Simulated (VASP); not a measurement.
# NaCaCr3 (Pm-3m) in VASP: single point with PBE

Aim: the single point of NaCaCr3 with PBE.

Program: VASP 6.6.1. These are calculated values, not measurements. Logs are shortened: lines on timing, memory, paths and dates and some standing lists are left out, and cuts for length are marked.

### 1 The cell of the first run

It takes space group Pm-3m (No. 221, cubic). Conventional cell: a = 4.304 Å, b = 4.304 Å, c = 4.304 Å, α = 90.00°, β = 90.00°, γ = 90.00°. Within 4.0 Å of Na (site symmetry m-3m) lie 12 Cr at 3.04 Å and 8 Ca at 3.73 Å. Ca (site symmetry m-3m) has 6 Cr at 2.15 Å within 2.8 Å. Within 2.8 Å of Cr (site symmetry 4/mmm) lie 2 Ca at 2.15 Å.

### 2 Single point, PBE, collinear spin, ferromagnetic start

Input file INCAR:

```
SYSTEM = NaCaCr3
PREC     = Accurate       ! precision mode
ENCUT    = 520            ! plane-wave cutoff, eV
EDIFF    = 1E-7           ! SCF threshold, eV
ISMEAR   = 0              ! smearing method
SIGMA    = 0.1            ! smearing width, eV
LREAL    = .False.        ! projectors in reciprocal space
LASPH    = .True.         ! aspherical terms in the spheres
NELM     = 150            ! most SCF steps
ALGO     = Fast           ! electronic algorithm
ISIF     = 2              ! what is computed and relaxed
LWAVE    = .False.        ! write WAVECAR
LCHARG   = .False.        ! write CHGCAR
ISPIN    = 2              ! spin polarisation
MAGMOM   = 0 0 3 3 3      ! initial moments
LORBIT   = 11             ! projections on sites
LMAXMIX  = 4              ! l up to which the mixer works
GGA      = PE             ! functional
NBANDS   = 38             ! bands
```

Input file KPOINTS:

```
Automatic mesh
0
Gamma
  4 4 4
  0 0 0
```

Input file POSCAR:

```
NaCaCr3
1.0
    4.3038055432      0.0000000000      0.0000000000
    0.0000000000      4.3038055432      0.0000000000
    0.0000000000      0.0000000000      4.3038055432
Na Ca Cr
1 1 3
Direct
    0.0000000000      0.0000000000      0.0000000000
    0.5000000000      0.5000000000      0.5000000000
    0.0000000000      0.5000000000      0.5000000000
    0.5000000000      0.0000000000      0.5000000000
    0.5000000000      0.5000000000      0.0000000000
```

Potentials or basis: VASP PAW PBE potentials, release 64 (Na_pv, Ca_sv, Cr_pv).

Launch:

```bash
$ cat potpaw_PBE.64/Na_pv/POTCAR potpaw_PBE.64/Ca_sv/POTCAR potpaw_PBE.64/Cr_pv/POTCAR > POTCAR
$ mpirun -np 1 vasp_std > vasp.out
```

OUTCAR:

```text
SYSTEM = NaCaCr3
   PREC = Accurate
   ENCUT = 520
   EDIFF = 1E-7
   ISMEAR = 0
   LREAL = .False.
   LASPH = .True.
   NELM = 150
   ISIF = 2
   ISPIN = 2
   LORBIT = 11
   GGA = PE

 ion  position               nearest neighbor table
   1  0.000  0.000  0.000-
   2  0.500  0.500  0.500-   3 2.15   4 2.15   5 2.15   5 2.15   4 2.15   3 2.15
   3  0.000  0.500  0.500-   2 2.15   2 2.15   5 3.04   5 3.04   4 3.04   4 3.04   4 3.04   5 3.04
                             5 3.04   4 3.04
   4  0.500  0.000  0.500-   2 2.15   2 2.15   5 3.04   5 3.04   3 3.04   3 3.04   5 3.04   5 3.04
                             3 3.04   3 3.04
   5  0.500  0.500  0.000-   2 2.15   2 2.15   4 3.04   3 3.04   3 3.04   4 3.04   4 3.04   4 3.04
                             3 3.04   3 3.04

  LATTYP: Found a simple cubic cell.
 ALAT       =     4.3038055432

  Lattice vectors:

 A1 = (   4.3038055432,   0.0000000000,   0.0000000000)
 A2 = (   0.0000000000,   4.3038055432,   0.0000000000)
 A3 = (   0.0000000000,   0.0000000000,   4.3038055432)

Analysis of symmetry for initial positions (statically):
=====================================================================
 Subroutine PRICEL returns:
 Original cell was already a primitive cell.

 Routine SETGRP: Setting up the symmetry group for a
 simple cubic supercell.

 Subroutine GETGRP returns: Found 48 space group operations
 (whereof 48 operations were pure point group operations)
 out of a pool of 48 trial point group operations.

The static configuration has the point symmetry O_h .

Analysis of symmetry for dynamics (positions and initial velocities):
=====================================================================
 Subroutine PRICEL returns:
 Original cell was already a primitive cell.

 Routine SETGRP: Setting up the symmetry group for a
 simple cubic supercell.

 Subroutine GETGRP returns: Found 48 space group operations
 (whereof 48 operations were pure point group operations)
 out of a pool of 48 trial point group operations.

The dynamic configuration has the point symmetry O_h .

Analysis of structural, dynamic, and magnetic symmetry:
=====================================================================
 Subroutine PRICEL returns:
 Original cell was already a primitive cell.

 Routine SETGRP: Setting up the symmetry group for a
 simple cubic supercell.

 Subroutine GETGRP returns: Found 48 space group operations
 (whereof 48 operations were pure point group operations)
 out of a pool of 48 trial point group operations.

The overall configuration has the point symmetry O_h .

 Subroutine INISYM returns: Found 48 space group operations
 (whereof 48 operations are pure point group operations),
 and found     1 'primitive' translations

----------------------------------------------------------------------------------------

                                     Primitive cell

  volume of cell :      79.7183

  direct lattice vectors                    reciprocal lattice vectors
     4.303805543  0.000000000  0.000000000     0.232352505  0.000000000  0.000000000
     0.000000000  4.303805543  0.000000000     0.000000000  0.232352505  0.000000000
     0.000000000  0.000000000  4.303805543     0.000000000  0.000000000  0.232352505

  length of vectors
     4.303805543  4.303805543  4.303805543     0.232352505  0.232352505  0.232352505

  position of ions in fractional coordinates (direct lattice)
     0.000000000  0.000000000  0.000000000
     0.500000000  0.500000000  0.500000000
     0.000000000  0.500000000  0.500000000
     0.500000000  0.000000000  0.500000000
     0.500000000  0.500000000  0.000000000

  ion indices of the primitive-cell ions
   primitive index   ion index
                 1           1
                 2           2
                 3           3
                 4           4
                 5           5

----------------------------------------------------------------------------------------

 KPOINTS: Automatic mesh

Automatic generation of k-mesh.
 Grid dimensions read from file:
 generate k-points for:    4    4    4

[... 23 lines left out ...]
  0.250000  0.250000  0.000000     12.000000
  0.500000  0.250000  0.000000     12.000000
  0.500000  0.500000  0.000000      3.000000
  0.250000  0.250000  0.250000      8.000000
  0.500000  0.250000  0.250000     12.000000
  0.500000  0.500000  0.250000      6.000000
  0.500000  0.500000  0.500000      1.000000
   k-points           NKPTS =     10   k-points in BZ     NKDIM =     10   number of bands    NBANDS=     38
   number of dos      NEDOS =    301   number of ions     NIONS =      5
   total plane-waves  NPLWV =  32768
   dimension x,y,z NGX =    32 NGY =   32 NGZ =   32
   dimension x,y,z NGXF=    64 NGYF=   64 NGZF=   64
   ions per type =               1   1   3
   NGX,Y,Z   is equivalent  to a cutoff of  12.36, 12.36, 12.36 a.u.
   NGXF,Y,Z  is equivalent  to a cutoff of  24.72, 24.72, 24.72 a.u.
 SYSTEM =  NaCaCr3
   PREC   = accura    normal or accurate (medium, high low for compatibility)
   ISTART =      0    job   : 0-new  1-cont  2-samecut
   ICHARG =      2    charge: 1-file 2-atom 10-const
   ISPIN  =      2    spin polarized calculation?
   LNONCOLLINEAR =      F non collinear calculations
   LSORBIT =      F    spin-orbit coupling
   LASPH  =      T    aspherical Exc in radial PAW
   ENCUT  =  520.0 eV  38.22 Ry    6.18 a.u.   8.00  8.00  8.00*2*pi/ulx,y,z
   NELM   =    150;   NELMIN=  2; NELMDL= -5     # of ELM steps
   EDIFF  = 0.1E-06   stopping-criterion for ELM
   LREAL  =      F    real-space projection
   EDIFFG = 0.1E-05   stopping-criterion for IOM
   NSW    =      0    number of steps for IOM
   IBRION =     -1    ionic relax: 0-MD 1-quasi-New 2-CG
   NFREE  =      0    steps in history (QN), initial steepest desc. (CG)
   ISIF   =      2    stress and relaxation
   ISYM   =      2    0-nonsym 1-usesym 2-fastsym
   POTIM  = 0.5000    time-step for ionic-motion
   TEBEG  =    0.0;   TEEND  =   0.0 temperature during run
   PSTRESS=    0.0 pullay stress
   NELECT =      53.0000    total number of electrons
   NUPDOWN=      -1.0000    fix difference up-down
   EMIN   =  10.00;   EMAX   =-10.00  energy-range for DOS
   EFERMI =   0.00;   METHOD = LEGACY
   ISMEAR =     0;   SIGMA  =   0.10  broadening in eV -4-tet -1-fermi 0-gaus
   EFERMI_NEDOS =   21; number of points for ismear=-14 and -15
   IALGO  =     68    algorithm
   IMIX   =      4    mixing-type and parameters
     AMIX     =   0.40;   BMIX     =  1.00
     AMIX_MAG =   1.60;   BMIX_MAG =  1.00
  volume/ion in A,a.u.               =      15.94       107.59
  Fermi-wavevector in a.u.,A,eV,Ry     =   1.428831  2.700099 27.777077  2.041558
  Thomas-Fermi vector in A             =   2.548850
   LORBIT       =     11    0 simple, 1 ext, 2 COOP (PROOUT), +10 PAW based schemes
   GGA     = PE    functional components
   LHFCALC =     F    Hartree Fock is set to
   AEXX    =    0.0000 exact exchange contribution
   IVDW    =     0    specifies the selected vdW correction
   LEPSILON=     F    determine dielectric tensor
   LRPA    =     F    only Hartree local field effects (RPA)
 spin polarized calculation
 RMM-DIIS sequential band-by-band and
 Gauss-broadening in eV      SIGMA  =   0.10
  energy-cutoff  :      520.00
  volume of cell :       79.72
 maximum number of plane-waves:      2176
   NGX = 17   NGY = 17   NGZ = 17

 number of electron      52.9999953 magnetization       9.0989347

 Free energy of the ion-electron system (eV)
  ---------------------------------------------------
  ext. energy  EPLUGINS =         0.00000000
  ---------------------------------------------------
  free energy    TOTEN  =       -18.63927266 eV

  energy without entropy =      -18.60650837  energy(sigma->0) =      -18.62289052

 E-fermi :   5.9788     XC(G=0): -11.0022

 val. band max:        5.9687565734   @ k =   0.5000   0.5000   0.0000
 cond. band min:       6.0267529364   @ k =   0.2500   0.0000   0.0000
 fundamental gap:      0.0579963630
 Fermi energy:         5.9788455830

 spin component 1

 k-point     1 :       0.0000    0.0000    0.0000
  band No.  band energies     occupation
      1     -37.9923      1.00000
      2     -37.9923      1.00000
      3     -37.9923      1.00000
      4     -37.6662      1.00000
      5     -37.6662      1.00000
      6     -37.6662      1.00000
[... 399 lines left out ...]
     37      10.5800      0.00000
     38      10.5801      0.00000
 Fermi energy:         5.9788455830

 spin component 2

 k-point     1 :       0.0000    0.0000    0.0000
  band No.  band energies     occupation
      1     -35.4457      1.00000
      2     -35.4457      1.00000
      3     -35.4457      1.00000
      4     -34.7626      1.00000
      5     -34.7626      1.00000
      6     -34.7626      1.00000
[... 399 lines left out ...]
     37      11.2014      0.00000
     38      12.4011      0.00000

------------------------ aborting loop because EDIFF is reached ----------------------------------------

  FORCE on cell =-STRESS in cart. coord.  units (eV):
  Direction    XX          YY          ZZ          XY          YZ          ZX
  --------------------------------------------------------------------------------------
  -------------------------------------------------------------------------------------
  Total       12.5222582     12.5222582     12.5222582      0.0000000      0.0000000     -0.0000000
  in kB      251.6722394    251.6722394    251.6722394      0.0000000      0.0000000     -0.0000000
  external PRESSURE =     251.6722394 kB  Pullay stress =       0.0000000 kB

 VOLUME and BASIS-vectors are now :
 -----------------------------------------------------------------------------
  energy-cutoff  :      520.00
  volume of cell :       79.72
      direct lattice vectors                 reciprocal lattice vectors
     4.303805543  0.000000000  0.000000000     0.232352505  0.000000000  0.000000000
     0.000000000  4.303805543  0.000000000     0.000000000  0.232352505  0.000000000
     0.000000000  0.000000000  4.303805543     0.000000000  0.000000000  0.232352505

 POSITION                                       TOTAL-FORCE (eV/Angst)
 -----------------------------------------------------------------------------------
      0.00000      0.00000      0.00000         0.000000      0.000000      0.000000
      2.15190      2.15190      2.15190         0.000000      0.000000      0.000000
      0.00000      2.15190      2.15190         0.000000      0.000000      0.000000
      2.15190      0.00000      2.15190         0.000000      0.000000      0.000000
      2.15190      2.15190      0.00000         0.000000      0.000000      0.000000
 -----------------------------------------------------------------------------------
    total drift:                                0.000000     -0.000000     -0.000000

  FREE ENERGIE OF THE ION-ELECTRON SYSTEM (eV)
  ---------------------------------------------------
  free  energy   TOTEN  =       -18.6392726595 eV

  energy  without entropy=      -18.6065083748  energy(sigma->0) =      -18.62289052

 total charge

# of ion       s       p       d       tot
------------------------------------------
    1        0.112   6.020   0.000   6.132
    2        2.128   5.817   1.498   9.443
    3        0.320   6.169   4.364  10.854
    4        0.320   6.169   4.364  10.854
    5        0.320   6.169   4.364  10.854
--------------------------------------------------
tot          3.200  30.345  14.591  48.136

 magnetization (x)

# of ion       s       p       d       tot
------------------------------------------
    1       -0.012   0.000   0.000  -0.012
    2        0.072   0.049   0.036   0.158
    3        0.011   0.023   2.786   2.820
    4        0.011   0.023   2.786   2.820
    5        0.011   0.023   2.786   2.820
--------------------------------------------------
tot          0.094   0.118   8.393   8.605
```

Wall time 48 s (1 thread of Intel Xeon 6975P-C (Granite Rapids), shared host); peak memory 0.22 GiB.

What came out:

```yaml
Free_energy: -18.6393 eV
Pressure: 25.2 GPa
Net_moment: 9.10 μB per cell
Site_moments: Na -0.01; Ca +0.16; Cr +2.82 μB
Valence_electrons_inside_the_program's_atomic_spheres: Na 6.13; Ca 9.44; Cr 10.85
```

Caveat: the k points lie up to 0.36 Å⁻¹ apart.
